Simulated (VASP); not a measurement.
# NaH13O7 in VASP: a series of runs, part 2 of 2

VASP 6.6.1. The steps go on from the part before.

## 3. Single point, PBE+D3(BJ)

INCAR

```
SYSTEM = NaH13O7
PREC = Accurate
ENCUT = 520
EDIFF = 1E-6
ISMEAR = -1
SIGMA = 0.02
LREAL = Auto
LASPH = .TRUE.
NELM = 80
ALGO = Normal
ISIF = 2
LWAVE = .FALSE.
LCHARG = .TRUE.
GGA = PE
IVDW = 12
LELF = .TRUE.
LVHAR = .TRUE.
NBANDS = 47
```

KPOINTS

```
Automatic mesh
0
G
  1 1 1
  0 0 0
```

POSCAR

```
NaH13O7
1.0
    6.0731780000      0.0000000000      0.0000000000
    0.0000000000      6.0731780000      0.0000000000
    0.0000000000      0.0000000000      6.0731780000
O H Na
7 13 1
Direct
    0.1829190582      0.4425524824      0.5843727946
    1.0304654334      0.3932866779      0.9790426034
    0.0352369056      1.0185935601      0.7235091743
    0.4576351953      0.5716117657      0.1538403781
    0.9918694957      0.7525878543      0.3049638921
    0.5992908490      1.2205306678      0.9326747874
    0.6395004395     -0.0204505779      0.2566695723
    0.0497268481      0.5060777076      0.5101447710
    0.3067916007      0.5309575975      0.5353045802
    1.0879641598      0.4420914388      0.8319367554
    0.8725579919      0.3581156357      0.9800140882
    0.0988444600      1.1576640764      0.6751489912
    0.0629983182      0.9100013206      0.6061241742
    0.5511941195      0.4730307592      0.0593099692
    0.5569242331      0.6982505700      0.2004057843
    0.8531612279      0.8392475900      0.2683932531
    1.0055361460      0.6147852080      0.2024804806
    0.6417068625      1.1007910521      1.0833701894
    0.6996830984      1.1581580517      0.8195050433
    0.6418879868      0.0542549551      0.3984734187
    0.2641450654     -0.0216196528      0.0265758718
```

Potentials or basis: VASP PAW PBE potentials, release 64 (O, H, Na_pv).

Run with:

```console
$ cat potpaw_PBE.64/O/POTCAR potpaw_PBE.64/H/POTCAR potpaw_PBE.64/Na_pv/POTCAR > POTCAR
$ mpirun -np 1 vasp_gam > vasp.out
```

OUTCAR:

```text
SYSTEM = NaH13O7
   PREC = Accurate
   ENCUT = 520
   EDIFF = 1E-6
   ISMEAR = -1
   LREAL = Auto
   LASPH = .TRUE.
   NELM = 80
   ISIF = 2
   GGA = PE
   IVDW = 12
 IVDW          = 12

 ion  position               nearest neighbor table
   1  0.183  0.443  0.584-   9 0.97   8 1.00
   2  0.030  0.393  0.979-  11 0.98  10 1.00
   3  0.035  0.019  0.724-  12 0.97  13 0.99  21 2.32
   4  0.458  0.572  0.154-  14 1.01  15 1.02
   5  0.992  0.753  0.305-  16 1.02  17 1.05
   6  0.599  0.221  0.933-  19 0.99  18 1.20
   7  0.640  0.980  0.257-  20 0.97  18 1.28
   8  0.050  0.506  0.510-   1 1.00
   9  0.307  0.531  0.535-   1 0.97
  10  0.088  0.442  0.832-   2 1.00
  11  0.873  0.358  0.980-   2 0.98
  12  0.099  0.158  0.675-   3 0.97
  13  0.063  0.910  0.606-   3 0.99
  14  0.551  0.473  0.059-   4 1.01
  15  0.557  0.698  0.200-   4 1.02
  16  0.853  0.839  0.268-   5 1.02
  17  0.006  0.615  0.202-   5 1.05
  18  0.642  0.101  0.083-   6 1.20   7 1.28
  19  0.700  0.158  0.820-   6 0.99
  20  0.642  0.054  0.398-   7 0.97
  21  0.264  0.978  0.027-   3 2.32

  LATTYP: Found a simple cubic cell.
 ALAT       =     6.0731780000

  Lattice vectors:

 A1 = (   6.0731780000,   0.0000000000,   0.0000000000)
 A2 = (   0.0000000000,   6.0731780000,   0.0000000000)
 A3 = (   0.0000000000,   0.0000000000,   6.0731780000)

Analysis of symmetry for initial positions (statically):
=====================================================================
 Subroutine PRICEL returns:
 Original cell was already a primitive cell.

 Routine SETGRP: Setting up the symmetry group for a
 simple cubic supercell.

 Subroutine GETGRP returns: Found  1 space group operations
 (whereof  1 operations were pure point group operations)
 out of a pool of 48 trial point group operations.

[... 149 lines left out ...]
  volume/ion in A,a.u.               =      10.67        71.98
  Fermi-wavevector in a.u.,A,eV,Ry     =   1.066898  2.016144 15.487109  1.138270
  Thomas-Fermi vector in A             =   2.202497
   LORBIT       =      0    0 simple, 1 ext, 2 COOP (PROOUT), +10 PAW based schemes
   GGA     = PE    functional components
   LHFCALC =     F    Hartree Fock is set to
   AEXX    =    0.0000 exact exchange contribution
   IVDW    =    12    specifies the selected vdW correction
   LEPSILON=     F    determine dielectric tensor
   LRPA    =     F    only Hartree local field effects (RPA)
 non-spin polarized calculation
  energy-cutoff  :      520.00
  volume of cell :      224.00
 maximum number of plane-waves:      3016
 NGX is ok and might be reduce to    48
   NGX = 23   NGY = 23   NGZ = 23

 number of electron      62.0000003 magnetization

 Free energy of the ion-electron system (eV)
  ---------------------------------------------------
  ext. energy  EPLUGINS =         0.00000000
  ---------------------------------------------------
  free energy    TOTEN  =      -100.76621409 eV

  energy without entropy =     -100.76621409  energy(sigma->0) =     -100.76621409

 E-fermi :  -2.5298     XC(G=0):  -6.8216

 val. band max:       -3.0360195571   @ k =   0.0000   0.0000   0.0000
 cond. band min:       0.9583981582   @ k =   0.0000   0.0000   0.0000
 fundamental gap:      3.9944177153
 Fermi energy:        -2.5297725102

 k-point     1 :       0.0000    0.0000    0.0000
  band No.  band energies     occupation
      1     -24.2798      2.00000
      2     -24.2311      2.00000
      3     -24.2186      2.00000
      4     -22.6387      2.00000
      5     -22.1067      2.00000
      6     -21.2557      2.00000
[... 35 lines left out ...]
     42       7.7215      0.00000
     43       7.8511      0.00000
 [bands above 43 left out]

------------------------ aborting loop because EDIFF is reached ----------------------------------------

 Edisp (eV)   -0.86288

 E8    (eV) :    -0.2155

  FORCE on cell =-STRESS in cart. coord.  units (eV):
  Direction    XX          YY          ZZ          XY          YZ          ZX
  --------------------------------------------------------------------------------------
  -------------------------------------------------------------------------------------
  Total      -1.98735    -3.63834    -1.80440     0.58447    -0.53681     0.75076
  in kB     -14.21469   -26.02348   -12.90612     4.18049    -3.83954     5.36989
  external pressure =      -17.71 kB  Pullay stress =        0.00 kB

 VOLUME and BASIS-vectors are now :
 -----------------------------------------------------------------------------
  energy-cutoff  :      520.00
  volume of cell :      224.00
      direct lattice vectors                 reciprocal lattice vectors
     6.073178000  0.000000000  0.000000000     0.164658437  0.000000000  0.000000000
     0.000000000  6.073178000  0.000000000     0.000000000  0.164658437  0.000000000
     0.000000000  0.000000000  6.073178000     0.000000000  0.000000000  0.164658437

 POSITION                                       TOTAL-FORCE (eV/Angst)
 -----------------------------------------------------------------------------------
      1.11090      2.68770      3.54900        -0.915928      0.069591     -0.199250
      0.18502      2.38850      5.94590         0.102754      0.451095      0.951381
      0.21400      0.11292      4.39400        -0.034109     -0.882409     -0.175636
      2.77930      3.47150      0.93430         1.204289      0.982788      0.004728
      6.02380      4.57060      1.85210         0.719025     -1.696602     -0.921068
      3.63960      1.33932      5.66430         1.054039     -1.333979     -0.257684
[... 13 lines left out ...]
      3.89830      0.32950      2.42000        -0.056938      0.074667     -0.343029
      1.60420      5.94188      0.16140         0.043895      0.035553      0.437520
 -----------------------------------------------------------------------------------
    total drift:                                0.004700     -0.003214     -0.002434

  FREE ENERGIE OF THE ION-ELECTRON SYSTEM (eV)
  ---------------------------------------------------
  free  energy   TOTEN  =      -101.6290932319 eV

  energy  without entropy=     -101.6290932319  energy(sigma->0) =     -101.62909323
```

stdout:

```text
POSCAR found type information on POSCAR O H Na
 POSCAR found :  3 types and      21 ions
 scaLAPACK will be used
 LDA part: xc-table for (Slater+PW92), standard interpolation
 POSCAR, INCAR and KPOINTS ok, starting setup
 FFT: planning ... GRIDC
 FFT: planning ... GRID_SOFT
 FFT: planning ... GRID
 WAVECAR not read
 entering main loop
```

Wall time 65 s (1 thread of Intel Xeon 8259CL, shared host); peak memory 0.3 GiB.

What came out:

```
Free energy                : -101.6291 eV
Pressure                   : -1.8 GPa
Largest force              : 2.060 eV/Å
Dispersion energy per atom : -0.041 eV
```

Forces on the atoms (eV/Å):
```
O   -0.916  0.070 -0.199
O    0.103  0.451  0.951
O   -0.034 -0.882 -0.176
O    1.204  0.983  0.005
O    0.719 -1.697 -0.921
O    1.054 -1.334 -0.258
O    0.058 -0.249 -0.225
H    1.038  0.137 -0.014
H    0.084 -0.092 -0.419
H   -0.403 -0.173  0.637
H    0.061 -0.021 -0.579
H    0.214  0.178 -0.350
H   -0.271  0.369 -0.051
H   -0.755  0.186  0.396
H   -0.836 -0.770 -0.214
H   -0.208 -0.125  0.102
H   -0.067  1.700  0.672
H   -0.539  0.809  0.189
H   -0.491  0.351  0.361
H   -0.057  0.075 -0.343
Na   0.044  0.036  0.438
```

Stress tensor (GPa, compression positive):
```
-1.42  0.42  0.54
 0.42 -2.60 -0.38
 0.54 -0.38 -1.29
```

Caveat: the k points lie up to 1.03 Å⁻¹ apart; the atoms stand as in a frame of molecular dynamics.

## 4. Single point, PBE+D3(BJ)

INCAR

```
SYSTEM = NaH13O7
PREC     = Accurate       ! precision mode
ENCUT    = 520            ! plane-wave cutoff, eV
EDIFF    = 1E-7           ! SCF threshold, eV
ISMEAR   = -1             ! smearing method
SIGMA    = 0.02           ! smearing width, eV
LREAL    = Auto         
LASPH    = .True.         ! aspherical terms in the spheres
NELM     = 60             ! most SCF steps
ALGO     = Normal         ! electronic algorithm
ISIF     = 2              ! what is computed and relaxed
LWAVE    = .False.        ! write WAVECAR
LCHARG   = .False.        ! write CHGCAR
GGA      = PE             ! functional
IVDW     = 12             ! dispersion correction
NBANDS   = 47             ! bands
```

KPOINTS

```
regular mesh
0
Gamma
  1 1 1
  0 0 0
```

POSCAR

```
NaH13O7
1.0
    6.0731780000      0.0000000000      0.0000000000
    0.0000000000      6.0731780000      0.0000000000
    0.0000000000      0.0000000000      6.0731780000
O H Na
7 13 1
Direct
    0.1578415782      0.4654400052      0.5408371037
    0.9713859861      0.4094396706      1.0636605744
    0.0899199727      1.0122048127      0.6558510223
    0.4378597169      0.5807503090      0.1081641276
    1.0077919666      0.7867380143      0.2625972761
    0.6205976509      1.2295868819      0.9087663823
    0.6289458336      0.0273003689      0.2599133436
    0.0460384991      0.5652394842      0.4852648811
    0.2650506868      0.4836347626      0.4228428674
    1.0823328412      0.4371352198      0.9521209489
    0.8264536294      0.3495533969      0.9691136996
    0.1594222992      1.1487560549      0.6115743685
    0.0994372304      0.9402984731      0.5106552121
    0.5142941636      0.4792877798     -0.0031779078
    0.5539603812      0.6463337646      0.2006363061
    0.8576234716      0.8391158632      0.2747161371
    0.9890703022      0.6224418254      0.2251539474
    0.6290116970      1.0911420676      1.0987163558
    0.6427442107      1.1898548009      0.7573794149
    0.7037007642      0.1471552456      0.3309634593
    0.2367294356     -0.0173220676      0.0555886885
```

Run with:

```console
$ cat potpaw_PBE.64/O/POTCAR potpaw_PBE.64/H/POTCAR potpaw_PBE.64/Na_pv/POTCAR > POTCAR
$ mpirun -np 1 vasp_gam > vasp.out
```

It took 60 s on 1 thread of Intel Xeon 8259CL, shared host; peak memory 0.3 GiB.

Results (log left out):

```yaml
Free_energy: -101.4079 eV
Pressure: 0.1 GPa
Largest_force: 1.655 eV/Å
Dispersion_energy_per_atom: -0.042 eV
```

Forces in eV/Å, atoms in the order of the input:
```
O    0.479 -0.305  0.092
O   -1.104 -0.846 -0.897
O    0.376 -0.134 -0.291
O    0.510  0.126 -0.083
O    0.305 -1.224  0.486
O   -0.075  0.950  0.095
O   -0.358 -0.622 -0.269
H   -0.249  0.205  0.428
H    0.404 -0.181 -0.123
H    0.127  0.234 -0.067
H    0.794 -0.032  1.011
H   -0.085  1.048  0.414
H   -0.378 -0.778  0.442
H   -0.368  0.123  0.767
H   -0.362 -0.183 -0.551
H   -1.003  0.901 -0.086
H    0.258  0.755 -1.011
H    0.103 -0.159 -0.142
H    0.090 -0.290 -0.347
H    0.283  0.350  0.637
Na   0.251  0.062 -0.504
```

Stress tensor (GPa, compression positive):
```
 0.02 -0.55 -0.36
-0.55  0.34 -0.24
-0.36 -0.24 -0.19
```

Levels at points of the mesh, in eV from the Fermi level:
| k point | band 27 | band 28 | band 29 | band 30 | band 31 | band 32 | band 33 | band 34 | band 35 | band 36 |
| --- | --- | --- | --- | --- | --- | --- | --- | --- | --- | --- |
| (0.00, 0.00, 0.00) | -1.46 | -1.29 | -1.10 | -0.86 | -0.58 | 3.31 | 6.63 | 7.10 | 7.47 | 7.76 |

Caveat: the k points lie up to 1.03 Å⁻¹ apart; the atoms stand as in a frame of molecular dynamics.

## 5. Single point, PBE+D3(BJ)

INCAR

```
PREC     = Accurate       # precision mode
ENCUT    = 520            # plane-wave cutoff, eV
EDIFF    = 1E-6           # SCF threshold, eV
ISMEAR   = -1             # smearing method
SIGMA    = 0.02           # smearing width, eV
LREAL    = Auto         
LASPH    = T              # aspherical terms in the spheres
NELM     = 60             # most SCF steps
ALGO     = Normal         # electronic algorithm
ISIF     = 2              # what is computed and relaxed
LWAVE    = F              # write WAVECAR
LCHARG   = F              # write CHGCAR
GGA      = PE             # functional
IVDW     = 12             # dispersion correction
NBANDS   = 47             # bands
```

KPOINTS

```
Automatic mesh
0
Gamma
  1 1 1
```

POSCAR

```
NaH13O7
1.0
    6.0731780000      0.0000000000      0.0000000000
    0.0000000000      6.0731780000      0.0000000000
    0.0000000000      0.0000000000      6.0731780000
O H Na
7 13 1
Direct
    0.2309828561      0.4825480169      0.5155291019
    0.9645032634      0.4452528808      1.0367553857
    0.1358432109      1.0665420971      0.6944634259
    0.4004987175      0.6475687029      0.0481625930
    0.9899100603      0.8131656935      0.2937506525
    0.5630330611      1.2477322417      0.9122900728
    0.6032426515      0.0176184528      0.2432334438
    0.1243829837      0.5883575288      0.4454834026
    0.3404971829      0.4565978471      0.4022111652
    1.0631172016      0.5147716731      0.9288217800
    0.8246259207      0.4172280147      0.9588884106
    0.1557174843      1.2218479353      0.6678875541
    0.0167622289      1.0081706810      0.6082482680
    0.4671030554      0.4939094491      0.0033754980
    0.4758793502      0.7048039758      0.1779957709
    0.8720804824      0.9303860351      0.2664173518
    0.9622309769      0.6831019937      0.1954660311
    0.6038354219      1.1244524695      1.0913890553
    0.5899382498      1.2697800064      0.7571324272
    0.5315668337      0.0803039200      0.3708766646
    0.2684920482     -0.0051373432      0.0047256972
```

Run with:

```console
$ cat potpaw_PBE.64/O/POTCAR potpaw_PBE.64/H/POTCAR potpaw_PBE.64/Na_pv/POTCAR > POTCAR
$ mpirun -np 1 vasp_gam > vasp.out
```

Wall time 54 s (1 thread of Intel Xeon 8259CL, shared host); peak memory 0.3 GiB.

It converged, with:

```yaml
Free_energy: -101.4606 eV
Pressure: -0.6 GPa
Largest_force: 1.608 eV/Å
Dispersion_energy_per_atom: -0.041 eV
```

Forces in eV/Å, atoms in the order of the input:
```
O   -0.667  0.382  0.004
O    0.266  0.474 -0.449
O    0.144 -0.723  0.306
O    0.333 -1.536 -0.343
O   -0.090  0.677 -0.336
O   -0.245  1.000  0.475
O    0.206  0.318 -0.826
H    0.727 -0.367  0.435
H   -0.112  0.095 -0.194
H   -0.044 -0.250  0.315
H   -0.186 -0.447  0.210
H   -0.152  0.821 -0.734
H   -0.211  0.007 -0.527
H   -0.367  1.125  0.212
H    0.353  0.029 -0.146
H    0.114 -1.333  0.256
H   -0.286  0.432  0.055
H    0.091 -0.398  0.699
H    0.081 -0.354 -0.027
H   -0.021  0.229  0.041
Na   0.067 -0.181  0.573
```

Stress tensor (GPa, compression positive):
```
 0.12  0.70  1.60
 0.70 -1.88  0.62
 1.60  0.62 -0.03
```

Levels at points of the mesh, in eV from the Fermi level:
```
           k point  band 29  band 30  band 31  band 32  band 33  band 34
(0.00, 0.00, 0.00)    -0.80    -0.62    -0.49     3.50     6.74     7.21
```

Caveat: the k points lie up to 1.03 Å⁻¹ apart; the atoms stand as in a frame of molecular dynamics.

## 6. Summary

```tsv
cell	pressure (GPa)	largest force (eV/Å)
as given, atomic positions A	-1.1	2.90
as given, atomic positions B	-1.8	2.06
as given, atomic positions C	0.1	1.65
as given, atomic positions D	-0.6	1.61
```

Alike in all rows: task single point; level PBE+D3(BJ); potentials or basis VASP PAW PBE potentials, release 64 (O, H, Na_pv); no spin polarisation; k mesh 1 × 1 × 1; cutoff (eV) 520; smearing fermi-dirac 0.02 eV.

Caveats: all runs use coarse meshes; the atoms stand as in a frame of molecular dynamics (at least some runs).

Absolute energies hang on the potentials; compare differences alone.
